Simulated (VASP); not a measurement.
# Sc (P6_3/mmc) in VASP: further runs

Sc is run at these levels: LDA; tasks: single point.

Everything below comes from runs of VASP 6.6.1. Logs are shortened: lines on timing, memory, paths and dates and some standing lists are left out, and cuts for length are marked.

**1. The cell of the first run**

Symmetry: P6_3/mmc, No. 194, hexagonal system. Conventional cell: a = 3.287 Å, b = 3.287 Å, c = 5.238 Å, α = 90.00°, β = 90.00°, γ = 120.00°. Sc (site symmetry -6m2) has 12 Sc at 3.23 to 3.29 Å within 4.3 Å.

**2. Single point, LDA (volume scaled by 0.98)**

INCAR reads:

```
PREC = Accurate
ENCUT = 520
EDIFF = 1E-6
ISMEAR = -1
SIGMA = 0.05
LREAL = F
LASPH = T
NELM = 80
ALGO = Fast
ISIF = 2
LWAVE = F
LCHARG = F
NBANDS = 18
```

KPOINTS reads:

```
regular mesh
0
Gamma
  9 9 5
```

POSCAR reads:

```
Sc
1.0
    3.2867912771      0.0000000000      0.0000000000
   -1.6433956386      2.8464447429      0.0000000000
    0.0000000000      0.0000000000      5.2379076584
Sc
2
Direct
    0.6666666667      0.3333333333      0.7500000000
    0.3333333333      0.6666666667      0.2500000000
```

Potentials or basis: VASP PAW LDA potentials, release 64 (Sc_sv).

Command:

```console
cat potpaw_LDA.64/Sc_sv/POTCAR > POTCAR
mpirun -np 1 vasp_std > vasp.out
```

OUTCAR:

```text
PREC = Accurate
   ENCUT = 520
   EDIFF = 1E-6
   ISMEAR = -1
   LREAL = F
   LASPH = T
   NELM = 80
   ISIF = 2

 ion  position               nearest neighbor table
   1  0.667  0.333  0.750-   2 3.23   2 3.23   2 3.23   2 3.23   2 3.23   2 3.23
   2  0.333  0.667  0.250-   1 3.23   1 3.23   1 3.23   1 3.23   1 3.23   1 3.23

  LATTYP: Found a hexagonal cell.
 ALAT       =     3.2867912771
 C/A-ratio  =     1.5936234512

  Lattice vectors:

 A1 = (   3.2867912771,   0.0000000000,   0.0000000000)
 A2 = (  -1.6433956386,   2.8464447429,   0.0000000000)
 A3 = (   0.0000000000,   0.0000000000,   5.2379076584)

Analysis of symmetry for initial positions (statically):
=====================================================================
 Subroutine PRICEL returns:
 Original cell was already a primitive cell.

 Routine SETGRP: Setting up the symmetry group for a
 hexagonal supercell.

 Subroutine GETGRP returns: Found 24 space group operations
 (whereof 12 operations were pure point group operations)
 out of a pool of 24 trial point group operations.

The static configuration has the point symmetry D_3d.
 The point group associated with its full space group is D_6h.

Analysis of symmetry for dynamics (positions and initial velocities):
=====================================================================
 Subroutine PRICEL returns:
 Original cell was already a primitive cell.

 Routine SETGRP: Setting up the symmetry group for a
 hexagonal supercell.

 Subroutine GETGRP returns: Found 24 space group operations
 (whereof 12 operations were pure point group operations)
 out of a pool of 24 trial point group operations.

The dynamic configuration has the point symmetry D_3d.
 The point group associated with its full space group is D_6h.

 Subroutine INISYM returns: Found 24 space group operations
 (whereof 12 operations are pure point group operations),
 and found     1 'primitive' translations

----------------------------------------------------------------------------------------

                                     Primitive cell

  volume of cell :      49.0041

  direct lattice vectors                    reciprocal lattice vectors
     3.286791277  0.000000000  0.000000000     0.304248100  0.175657722  0.000000000
    -1.643395639  2.846444743  0.000000000     0.000000000  0.351315444  0.000000000
     0.000000000  0.000000000  5.237907658     0.000000000  0.000000000  0.190915928

  length of vectors
     3.286791277  3.286791277  5.237907658     0.351315444  0.351315444  0.190915928

  position of ions in fractional coordinates (direct lattice)
     0.666666667  0.333333333  0.750000000
     0.333333333  0.666666667  0.250000000

  ion indices of the primitive-cell ions
   primitive index   ion index
                 1           1
                 2           2

----------------------------------------------------------------------------------------

 KPOINTS: regular mesh

Automatic generation of k-mesh.
 Grid dimensions read from file:
 generate k-points for:    9    9    5

 Generating k-lattice:

  Cartesian coordinates                     Fractional coordinates (reciprocal lattice)
     0.033805344  0.019517525  0.000000000     0.111111111  0.000000000  0.000000000
     0.000000000  0.039035049  0.000000000     0.000000000  0.111111111  0.000000000
     0.000000000  0.000000000  0.038183186     0.000000000  0.000000000  0.200000000

  Length of vectors
     0.039035049  0.039035049  0.038183186

  Shift w.r.t. Gamma in fractional coordinates (k-lattice)
     0.000000000  0.000000000  0.000000000

 Subroutine IBZKPT returns following result:
 ===========================================

 Found     36 irreducible k-points:

 Following reciprocal coordinates:
            Coordinates               Weight
  0.000000  0.000000  0.000000      1.000000
  0.111111 -0.000000  0.000000      6.000000
  0.222222  0.000000  0.000000      6.000000
  0.333333  0.000000  0.000000      6.000000
  0.444444  0.000000  0.000000      6.000000
  0.111111  0.111111  0.000000      6.000000
[... 16 lines left out ...]
  0.333333  0.222222  0.200000     24.000000
  0.333333  0.333333  0.200000      4.000000
 [... further k-points ...]
   k-points           NKPTS =     36   k-points in BZ     NKDIM =     36   number of bands    NBANDS=     18
   number of dos      NEDOS =    301   number of ions     NIONS =      2
   total plane-waves  NPLWV =  23040
   dimension x,y,z NGX =    24 NGY =   24 NGZ =   40
   dimension x,y,z NGXF=    48 NGYF=   48 NGZF=   80
   ions per type =               2
   NGX,Y,Z   is equivalent  to a cutoff of  12.14, 12.14, 12.70 a.u.
   NGXF,Y,Z  is equivalent  to a cutoff of  24.28, 24.28, 25.39 a.u.
 SYSTEM =  unknown system
   PREC   = accura    normal or accurate (medium, high low for compatibility)
   ISTART =      0    job   : 0-new  1-cont  2-samecut
   ICHARG =      2    charge: 1-file 2-atom 10-const
   ISPIN  =      1    spin polarized calculation?
   LNONCOLLINEAR =      F non collinear calculations
   LSORBIT =      F    spin-orbit coupling
   LASPH  =      T    aspherical Exc in radial PAW
   ENCUT  =  520.0 eV  38.22 Ry    6.18 a.u.   6.11  6.11  9.74*2*pi/ulx,y,z
   NELM   =     80;   NELMIN=  2; NELMDL= -5     # of ELM steps
   EDIFF  = 0.1E-05   stopping-criterion for ELM
   LREAL  =      F    real-space projection
   EDIFFG = 0.1E-04   stopping-criterion for IOM
   NSW    =      0    number of steps for IOM
   IBRION =     -1    ionic relax: 0-MD 1-quasi-New 2-CG
   NFREE  =      0    steps in history (QN), initial steepest desc. (CG)
   ISIF   =      2    stress and relaxation
   ISYM   =      2    0-nonsym 1-usesym 2-fastsym
   POTIM  = 0.5000    time-step for ionic-motion
   TEBEG  =    0.0;   TEEND  =   0.0 temperature during run
   PSTRESS=    0.0 pullay stress
   NELECT =      22.0000    total number of electrons
   NUPDOWN=      -1.0000    fix difference up-down
   EMIN   =  10.00;   EMAX   =-10.00  energy-range for DOS
   EFERMI =   0.00;   METHOD = LEGACY
   ISMEAR =    -1;   SIGMA  =   0.05  broadening in eV -4-tet -1-fermi 0-gaus
   EFERMI_NEDOS =   21; number of points for ismear=-14 and -15
   IALGO  =     68    algorithm
   IMIX   =      4    mixing-type and parameters
     AMIX     =   0.40;   BMIX     =  1.00
     AMIX_MAG =   1.60;   BMIX_MAG =  1.00
  volume/ion in A,a.u.               =      24.50       165.35
  Fermi-wavevector in a.u.,A,eV,Ry     =   1.253540  2.368847 21.379681  1.571362
  Thomas-Fermi vector in A             =   2.387388
   LORBIT       =      0    0 simple, 1 ext, 2 COOP (PROOUT), +10 PAW based schemes
   GGA     = CA    functional components
   LHFCALC =     F    Hartree Fock is set to
   AEXX    =    0.0000 exact exchange contribution
   IVDW    =     0    specifies the selected vdW correction
   LEPSILON=     F    determine dielectric tensor
   LRPA    =     F    only Hartree local field effects (RPA)
 non-spin polarized calculation
 RMM-DIIS sequential band-by-band and
  energy-cutoff  :      520.00
  volume of cell :       49.00
 maximum number of plane-waves:      1338
   NGX = 13   NGY = 13   NGZ = 19

 number of electron      22.0000001 magnetization

 Free energy of the ion-electron system (eV)
  ---------------------------------------------------
  ext. energy  EPLUGINS =         0.00000000
  ---------------------------------------------------
  free energy    TOTEN  =       -13.40289665 eV

  energy without entropy =      -13.36684135  energy(sigma->0) =      -13.38486900

 E-fermi :   3.4975     XC(G=0): -10.1683

 val. band max:        3.4902978011   @ k =   0.4444   0.1111   0.4000
 cond. band min:       3.5029423497   @ k =   0.1111   0.1111   0.2000
 fundamental gap:      0.0126445486
 Fermi energy:         3.4974684856

 k-point     1 :       0.0000    0.0000    0.0000
  band No.  band energies     occupation
      1     -45.3065      2.00000
      2     -45.2355      2.00000
      3     -24.4781      2.00000
      4     -24.1192      2.00000
      5     -24.1192      2.00000
      6     -24.0567      2.00000
[... 10 lines left out ...]
     17       5.8413      0.00000
     18       5.8432      0.00000

 k-point     2 :       0.1111   -0.0000    0.0000
  band No.  band energies     occupation
      1     -45.3001      2.00000
      2     -45.2329      2.00000
      3     -24.4614      2.00000
      4     -24.1536      2.00000
      5     -24.1305      2.00000
      6     -24.0924      2.00000
[... 10 lines left out ...]
     17       5.6516      0.00000
     18       5.6844      0.00000

 k-point     3 :       0.2222    0.0000    0.0000
  band No.  band energies     occupation
      1     -45.2833      2.00000
      2     -45.2269      2.00000
      3     -24.4156      2.00000
      4     -24.2414      2.00000
      5     -24.1802      2.00000
      6     -24.1580      2.00000
[... 10 lines left out ...]
     17       5.9175      0.00000
     18       6.1420      0.00000

 k-point     4 :       0.3333    0.0000    0.0000
  band No.  band energies     occupation
      1     -45.2624      2.00000
      2     -45.2216      2.00000
      3     -24.3531      2.00000
      4     -24.3425      2.00000
      5     -24.2757      2.00000
      6     -24.1878      2.00000
[... 375 lines left out ...]
      4     -24.3433      2.00000
      5     -24.2414      2.00000
      6     -24.2251      2.00000
[... 10 lines left out ...]
     17       6.9026      0.00000
     18       7.2842      0.00000

 k-point    23 :       0.3333    0.2222    0.2000
  band No.  band energies     occupation
      1     -45.2362      2.00000
      2     -45.2233      2.00000
      3     -24.3895      2.00000
      4     -24.3509      2.00000
      5     -24.2818      2.00000
      6     -24.2120      2.00000
[... 10 lines left out ...]
     17       6.9116      0.00000
     18       7.3883      0.00000

 k-point    24 :       0.3333    0.3333    0.2000
  band No.  band energies     occupation
      1     -45.2275      2.00000
      2     -45.2275      2.00000
      3     -24.3470      2.00000
      4     -24.3390      2.00000
      5     -24.3390      2.00000
      6     -24.2349      2.00000
[... 10 lines left out ...]
     17       7.0688      0.00000
     18       7.0724      0.00000

 [... further k-points ...]

------------------------ aborting loop because EDIFF is reached ----------------------------------------

  FORCE on cell =-STRESS in cart. coord.  units (eV):
  Direction    XX          YY          ZZ          XY          YZ          ZX
  --------------------------------------------------------------------------------------
  -------------------------------------------------------------------------------------
  Total       -1.1406938     -1.1406938     -1.6884028      0.0000000      0.0000000     -0.0000000
  in kB      -37.2946851    -37.2946851    -55.2018883      0.0000000      0.0000000     -0.0000000
  external PRESSURE =     -43.2637529 kB  Pullay stress =       0.0000000 kB

 VOLUME and BASIS-vectors are now :
 -----------------------------------------------------------------------------
  energy-cutoff  :      520.00
  volume of cell :       49.00
      direct lattice vectors                 reciprocal lattice vectors
     3.286791277  0.000000000  0.000000000     0.304248100  0.175657722  0.000000000
    -1.643395639  2.846444743  0.000000000     0.000000000  0.351315444  0.000000000
     0.000000000  0.000000000  5.237907658     0.000000000  0.000000000  0.190915928

 POSITION                                       TOTAL-FORCE (eV/Angst)
 -----------------------------------------------------------------------------------
      1.64340      0.94881      3.92843         0.000000      0.000000      0.000000
     -0.00000      1.89763      1.30948        -0.000000     -0.000000      0.000000
 -----------------------------------------------------------------------------------
    total drift:                                0.000000     -0.000000      0.000000

  FREE ENERGIE OF THE ION-ELECTRON SYSTEM (eV)
  ---------------------------------------------------
  free  energy   TOTEN  =       -13.4028966520 eV

  energy  without entropy=      -13.3668413535  energy(sigma->0) =      -13.38486900
```

Run time: 19 s. Hardware: 1 thread of Intel Xeon 6975P-C (Granite Rapids), shared host; peak memory 0.14 GiB.

Results:

| Quantity | Value |
| --- | --- |
| Free energy | -13.4029 eV |
| Pressure | -4.3 GPa |
| Band gap on the k mesh | zero (band 11 reaches 4.16 eV, above the bottom of band 12 at 3.00 eV) |

Stress tensor (GPa, compression positive):
```
-3.73  0.00  0.00
 0.00 -3.73  0.00
 0.00  0.00 -5.52
```

Levels at points of the mesh, in eV from the Fermi level:
| k point | band 8 | band 9 | band 10 | band 11 | band 12 | band 13 | band 14 | band 15 |
| --- | --- | --- | --- | --- | --- | --- | --- | --- |
| (0.00, 0.00, 0.00) | -27.54 | -5.09 | -1.70 | 0.55 | 1.56 | 1.56 | 1.67 | 1.97 |

Caveat: the cell differs from its parent crystal (volume scaled by 0.98).

**3. Single point, LDA**

This run uses another cell than the first one, of 25.00 Å³/atom, 1.020 times its volume.

INCAR reads:

```
SYSTEM = Sc
ALGO = Fast
EDIFF = 1E-6
ENCUT = 520
GGA = CA
ISIF = 2
ISMEAR = -1
LASPH = .True.
LCHARG = .False.
LREAL = .False.
LWAVE = .False.
NBANDS = 18
NELM = 100
PREC = Accurate
SIGMA = 0.05
```

KPOINTS reads:

```
k-points
0
Gamma
  9 9 5
  0 0 0
```

POSCAR reads:

```
Sc
1.0
    3.3090000000      0.0000000000      0.0000000000
   -1.6545000000      2.8656780611      0.0000000000
    0.0000000000      0.0000000000      5.2733000000
Sc
2
Direct
    0.6666666667      0.3333333333      0.7500000000
    0.3333333333      0.6666666667      0.2500000000
```

Potentials or basis: VASP PAW LDA potentials, release 64 (Sc_sv).

Command:

```console
cat potpaw_LDA.64/Sc_sv/POTCAR > POTCAR
mpirun -np 1 vasp_std > vasp.out
```

OUTCAR:

```text
SYSTEM = Sc
   EDIFF = 1E-6
   ENCUT = 520
   GGA = CA
   ISIF = 2
   ISMEAR = -1
   LASPH = .True.
   LREAL = .False.
   NELM = 100
   PREC = Accurate

 ion  position               nearest neighbor table
   1  0.667  0.333  0.750-   2 3.26   2 3.26   2 3.26   2 3.26   2 3.26   2 3.26
   2  0.333  0.667  0.250-   1 3.26   1 3.26   1 3.26   1 3.26   1 3.26   1 3.26

  LATTYP: Found a hexagonal cell.
 ALAT       =     3.3090000000
 C/A-ratio  =     1.5936234512

  Lattice vectors:

[... 694 lines left out ...]
------------------------ aborting loop because EDIFF is reached ----------------------------------------

  FORCE on cell =-STRESS in cart. coord.  units (eV):
  Direction    XX          YY          ZZ          XY          YZ          ZX
  --------------------------------------------------------------------------------------
  -------------------------------------------------------------------------------------
  Total       -1.4552717     -1.4552717     -1.9836316      0.0000000      0.0000000      0.0000000
  in kB      -46.6281326    -46.6281326    -63.5572301      0.0000000      0.0000000      0.0000000
  external PRESSURE =     -52.2711651 kB  Pullay stress =       0.0000000 kB

 VOLUME and BASIS-vectors are now :
 -----------------------------------------------------------------------------
  energy-cutoff  :      520.00
  volume of cell :       50.00
      direct lattice vectors                 reciprocal lattice vectors
     3.309000000  0.000000000  0.000000000     0.302206105  0.174478776  0.000000000
    -1.654500000  2.865678061  0.000000000     0.000000000  0.348957552  0.000000000
     0.000000000  0.000000000  5.273300000     0.000000000  0.000000000  0.189634574

 POSITION                                       TOTAL-FORCE (eV/Angst)
 -----------------------------------------------------------------------------------
      1.65450      0.95523      3.95498        -0.000000     -0.000000      0.000000
     -0.00000      1.91045      1.31832         0.000000      0.000000      0.000000
 -----------------------------------------------------------------------------------
    total drift:                               -0.000000      0.000000     -0.000000

  FREE ENERGIE OF THE ION-ELECTRON SYSTEM (eV)
  ---------------------------------------------------
  free  energy   TOTEN  =       -13.3732890611 eV

  energy  without entropy=      -13.3366612674  energy(sigma->0) =      -13.35497516
```

Run time: 32 s. Hardware: 1 thread of Intel Xeon 6975P-C (Granite Rapids), shared host; peak memory 0.15 GiB.

What came out:

* Free energy: -13.3733 eV
* Pressure: -5.2 GPa
* Band gap on the k mesh: zero (band 11 reaches 4.03 eV, above the bottom of band 12 at 2.91 eV)

Levels at points of the mesh, in eV from the Fermi level:
```
           k point  band 8  band 9  band 10  band 11  band 12  band 13  band 14  band 15
(0.00, 0.00, 0.00)  -27.60   -5.06    -1.67     0.51     1.53     1.53     1.64     1.94
```

[end of part 1 of 2]
